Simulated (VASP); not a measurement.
# Mg (Fm-3m) in VASP: a series of runs

The runs below take Mg through single point, relaxation of cell and atoms, with BLYP+D4.

Everything below comes from runs of VASP 6.6.1. Logs are shortened: lines on timing, memory, paths and dates and some standing lists are left out, and cuts for length are marked.

## 1. The cell of the first run

The structure is cubic, space group Fm-3m (No. 225). The conventional cell has a = 6.916 Å, b = 6.916 Å, c = 6.916 Å, α = 90.00°, β = 90.00°, γ = 90.00°. Within 3.9 Å of Mg (site symmetry m-3m) lie 8 Mg at 2.99 Å. Mg (site symmetry -43m) has 10 Mg at 2.99 to 3.46 Å within 3.9 Å.

## 2. Single point, BLYP+D4

INCAR

```
SYSTEM = Mg
AGGAC = 1.0
AGGAX = 1.0
ALDAC = 0.0
ALDAX = 1.0
ALGO = Normal
EDIFF = 1E-7
ENCUT = 520
GGA = B5
ISIF = 2
ISMEAR = -1
IVDW = 13
LASPH = .True.
LCHARG = .True.
LELF = .True.
LREAL = .False.
LVHAR = .True.
LWAVE = .False.
NBANDS = 10
NELM = 100
PREC = Accurate
SIGMA = 0.05
VDW_A1 = 0.44488865
VDW_A2 = 4.0933009
VDW_S6 = 1.0
VDW_S8 = 2.34076671
```

KPOINTS

```
k-points
0
Gamma
  7 7 7
  0 0 0
```

POSCAR

```
Mg
1.0
    0.0000000000      3.4579365763      3.4579365763
    3.4579365763      0.0000000000      3.4579365763
    3.4579365763      3.4579365763      0.0000000000
Mg
3
Direct
    0.0000000000      0.0000000000      0.0000000000
    0.2500000000      0.2500000000      0.2500000000
    0.7500000000      0.7500000000      0.7500000000
```

Potentials or basis: VASP PAW PBE potentials, release 64 (Mg).

Command:

```sh
> cat potpaw_PBE.64/Mg/POTCAR > POTCAR
> mpirun -np 1 vasp_std > vasp.out
```

OUTCAR:

```text
SYSTEM = Mg
   EDIFF = 1E-7
   ENCUT = 520
   GGA = B5
   ISIF = 2
   ISMEAR = -1
   IVDW = 13
   LASPH = .True.
   LREAL = .False.
   NELM = 100
   PREC = Accurate

 ion  position               nearest neighbor table
   1  0.000  0.000  0.000-   3 2.99   3 2.99   3 2.99   2 2.99   3 2.99   2 2.99   2 2.99   2 2.99

   2  0.250  0.250  0.250-   1 2.99   1 2.99   1 2.99   1 2.99   3 3.46   3 3.46   3 3.46   3 3.46
                             3 3.46   3 3.46
   3  0.750  0.750  0.750-   1 2.99   1 2.99   1 2.99   1 2.99   2 3.46   2 3.46   2 3.46   2 3.46
                             2 3.46   2 3.46

  LATTYP: Found a face centered cubic cell.
 ALAT       =     6.9158731526

  Lattice vectors:

 A1 = (   0.0000000000,   3.4579365763,   3.4579365763)
 A2 = (   3.4579365763,   0.0000000000,   3.4579365763)
 A3 = (   3.4579365763,   3.4579365763,   0.0000000000)

Analysis of symmetry for initial positions (statically):
=====================================================================
 Subroutine PRICEL returns:
 Original cell was already a primitive cell.

 Routine SETGRP: Setting up the symmetry group for a
 face centered cubic supercell.

 Subroutine GETGRP returns: Found 48 space group operations
 (whereof 48 operations were pure point group operations)
 out of a pool of 48 trial point group operations.

The static configuration has the point symmetry O_h .

Analysis of symmetry for dynamics (positions and initial velocities):
=====================================================================
 Subroutine PRICEL returns:
 Original cell was already a primitive cell.

 Routine SETGRP: Setting up the symmetry group for a
 face centered cubic supercell.

 Subroutine GETGRP returns: Found 48 space group operations
 (whereof 48 operations were pure point group operations)
 out of a pool of 48 trial point group operations.

The dynamic configuration has the point symmetry O_h .

 Subroutine INISYM returns: Found 48 space group operations
 (whereof 48 operations are pure point group operations),
 and found     1 'primitive' translations

----------------------------------------------------------------------------------------

                                     Primitive cell

  volume of cell :      82.6953

  direct lattice vectors                    reciprocal lattice vectors
     0.000000000  3.457936576  3.457936576    -0.144594902  0.144594902  0.144594902
     3.457936576  0.000000000  3.457936576     0.144594902 -0.144594902  0.144594902
     3.457936576  3.457936576  0.000000000     0.144594902  0.144594902 -0.144594902

  length of vectors
[... 89 lines left out ...]
   PSTRESS=    0.0 pullay stress
   NELECT =       6.0000    total number of electrons
   NUPDOWN=      -1.0000    fix difference up-down
   EMIN   =  10.00;   EMAX   =-10.00  energy-range for DOS
   EFERMI =   0.00;   METHOD = LEGACY
   ISMEAR =    -1;   SIGMA  =   0.05  broadening in eV -4-tet -1-fermi 0-gaus
   EFERMI_NEDOS =   21; number of points for ismear=-14 and -15
   IALGO  =     38    algorithm
   IMIX   =      4    mixing-type and parameters
     AMIX     =   0.40;   BMIX     =  1.00
     AMIX_MAG =   1.60;   BMIX_MAG =  1.00
  volume/ion in A,a.u.               =      27.57       186.02
  Fermi-wavevector in a.u.,A,eV,Ry     =   0.682807  1.290319  6.343389  0.466226
  Thomas-Fermi vector in A             =   1.761988
   LORBIT       =      0    0 simple, 1 ext, 2 COOP (PROOUT), +10 PAW based schemes
   GGA     = B5    functional components
   LHFCALC =     F    Hartree Fock is set to
   AEXX    =    0.0000 exact exchange contribution
   IVDW    =    13    specifies the selected vdW correction
   LEPSILON=     F    determine dielectric tensor
   LRPA    =     F    only Hartree local field effects (RPA)
 non-spin polarized calculation
  energy-cutoff  :      520.00
  volume of cell :       82.70
 maximum number of plane-waves:      2243
   NGX = 19   NGY = 19   NGZ = 19

 number of electron       6.0000000 magnetization

 Free energy of the ion-electron system (eV)
  ---------------------------------------------------
  ext. energy  EPLUGINS =         0.00000000
  ---------------------------------------------------
  free energy    TOTEN  =        -1.69461892 eV

  energy without entropy =       -1.67838044  energy(sigma->0) =       -1.68649968

 E-fermi :   1.9391     XC(G=0):  -7.3061

 val. band max:        1.9065118879   @ k =   0.4286   0.4286   0.0000
 cond. band min:       2.0137726470   @ k =   0.4286   0.2857   0.0000
 fundamental gap:      0.1072607591
 Fermi energy:         1.9390980491

 k-point     1 :       0.0000    0.0000    0.0000
  band No.  band energies     occupation
      1      -4.1369      2.00000
      2       4.2047      0.00000
      3       4.2047      0.00000
      4       4.2047      0.00000
      5       4.5807      0.00000
      6       4.5807      0.00000
      7       4.5807      0.00000
      8       5.8608      0.00000
      9       7.5182      0.00000
     10       7.5412      0.00000
[... 235 lines left out ...]
 k-point    20 :      -0.2857    0.4286    0.1429
  band No.  band energies     occupation
      1      -1.1677      2.00000
      2      -0.6275      2.00000
      3      -0.1695      2.00000
      4       1.1954      2.00000
      5       4.3868      0.00000
      6       6.0023      0.00000
      7       6.2832      0.00000
      8       7.1031      0.00000
      9       8.9756      0.00000
     10      10.1965      0.00000

------------------------ aborting loop because EDIFF is reached ----------------------------------------

  DFT-D4 for vdW energy calculation

  Edisp (eV):   -0.74922

  FORCE on cell =-STRESS in cart. coord.  units (eV):
  Direction    XX          YY          ZZ          XY          YZ          ZX
  --------------------------------------------------------------------------------------
  -------------------------------------------------------------------------------------
  Total       0.00345     0.00345     0.00345     0.00000     0.00000    -0.00000
  in kB       0.06675     0.06675     0.06675     0.00000     0.00000    -0.00000
  external pressure =        0.07 kB  Pullay stress =        0.00 kB

 VOLUME and BASIS-vectors are now :
 -----------------------------------------------------------------------------
  energy-cutoff  :      520.00
  volume of cell :       82.70
      direct lattice vectors                 reciprocal lattice vectors
     0.000000000  3.457936576  3.457936576    -0.144594902  0.144594902  0.144594902
     3.457936576  0.000000000  3.457936576     0.144594902 -0.144594902  0.144594902
     3.457936576  3.457936576  0.000000000     0.144594902  0.144594902 -0.144594902

 POSITION                                       TOTAL-FORCE (eV/Angst)
 -----------------------------------------------------------------------------------
      0.00000      0.00000      0.00000        -0.000000      0.000000     -0.000000
      1.72897      1.72897      1.72897        -0.000000     -0.000000     -0.000000
      5.18690      5.18690      5.18690         0.000000      0.000000      0.000000
 -----------------------------------------------------------------------------------
    total drift:                                0.000000     -0.000000     -0.000000

  FREE ENERGIE OF THE ION-ELECTRON SYSTEM (eV)
  ---------------------------------------------------
  free  energy   TOTEN  =        -2.4438383922 eV

  energy  without entropy=       -2.4275999153  energy(sigma->0) =       -2.43571915
```

It took 29 s on 1 thread of AMD EPYC 7R13 (Zen 3), shared host; peak memory 0.17 GiB.

Results:

* Free energy: -2.4438 eV
* Pressure: 0.0 GPa
* Band gap on the k mesh: zero (band 3 reaches 4.20 eV, above the bottom of band 4 at 1.19 eV)
* Dispersion energy per atom: -0.250 eV

Caveat: the PAW data sets were made with another functional, which shifts forces and pressure a little; pairwise dispersion overbinds metals, which lowers pressure and volume.

## 3. Relaxation of cell and atoms, BLYP+D4

This run uses another cell than the first one, of 28.18 Å³/atom, 1.022 times its volume.

INCAR

```
SYSTEM = Mg
PREC = Accurate
ENCUT = 600
EDIFF = 1E-6
ISMEAR = -1
SIGMA = 0.05
LREAL = .FALSE.
LASPH = .TRUE.
NELM = 60
ALGO = Normal
ISIF = 3
LWAVE = .FALSE.
LCHARG = .FALSE.
GGA = B5
ALDAX = 1.0
AGGAX = 1.0
AGGAC = 1.0
ALDAC = 0.0
IVDW = 13
VDW_S6 = 1.0
VDW_S8 = 2.34076671
VDW_A1 = 0.44488865
VDW_A2 = 4.0933009
IBRION = 2
NSW = 60
EDIFFG = -0.01
```

KPOINTS

```
Automatic mesh
0
G
  7 7 7
  0 0 0
```

POSCAR

```
Mg
1.0
    0.0000000000      3.4835000000      3.4835000000
    3.4835000000      0.0000000000      3.4835000000
    3.4835000000      3.4835000000      0.0000000000
Mg
3
Direct
    0.0000000000      0.0000000000      0.0000000000
    0.2500000000      0.2500000000      0.2500000000
    0.7500000000      0.7500000000      0.7500000000
```

Potentials or basis: VASP PAW PBE potentials, release 64 (Mg).

Command:

```sh
> cat potpaw_PBE.64/Mg/POTCAR > POTCAR
> mpirun -np 1 vasp_std > vasp.out
```

Run time: 76 s. Hardware: 1 thread of AMD EPYC 7R13 (Zen 3), shared host; peak memory 0.21 GiB.

Results (log left out):

* Free energy: -2.4440 eV
* Relaxed volume: 27.57 Å³/atom
* Relaxed cell: a = 4.891 Å, b = 4.891 Å, c = 4.891 Å, α = 60.00°, β = 60.00°, γ = 60.00°
* Space group after relaxing (to 0.05 Å): Fm-3m (No. 225)
* Energy gained by relaxing: 0.9 meV/atom
* Ionic steps: 4
* Pressure after relaxing: 0.0 GPa
* Band gap on the k mesh: zero (band 3 reaches 4.20 eV, above the bottom of band 4 at 1.19 eV)
* Dispersion energy per atom: -0.250 eV

The path:
| step | energy change (eV) | largest force (eV/Å) | pressure (GPa) | volume (Å³) |
| --- | --- | --- | --- | --- |
| 1 | 0.0000 | 0.0000 | -0.47 | 84.54 |
| 2 | -0.0021 | 0.0000 | -0.22 | 83.53 |
| 3 | -0.0025 | 0.0000 | 0.11 | 82.34 |
| 4 | -0.0027 | 0.0000 | 0.00 | 82.72 |

Final structure:
```cif
data_structure
_symmetry_space_group_name_H-M 'P 1'
_symmetry_Int_Tables_number 1
_cell_length_a 4.8908
_cell_length_b 4.8908
_cell_length_c 4.8908
_cell_angle_alpha 60.000
_cell_angle_beta 60.000
_cell_angle_gamma 60.000
_cell_volume 82.72
loop_
_atom_site_label
_atom_site_type_symbol
_atom_site_fract_x
_atom_site_fract_y
_atom_site_fract_z
_atom_site_occupancy
Mg1 Mg 0.00000 0.00000 0.00000 1
Mg2 Mg 0.25000 0.25000 0.25000 1
Mg3 Mg 0.75000 0.75000 0.75000 1
```

Levels at points of the mesh, in eV from the Fermi level:
```csv
k point,band 1,band 2,band 3,band 4,band 5,band 6,band 7
"(0.00, 0.00, 0.00)",-6.07,2.27,2.27,2.27,2.64,2.64,2.64
```

Caveat: the PAW data sets were made with another functional, which shifts forces and pressure a little; pairwise dispersion overbinds metals, which lowers pressure and volume.
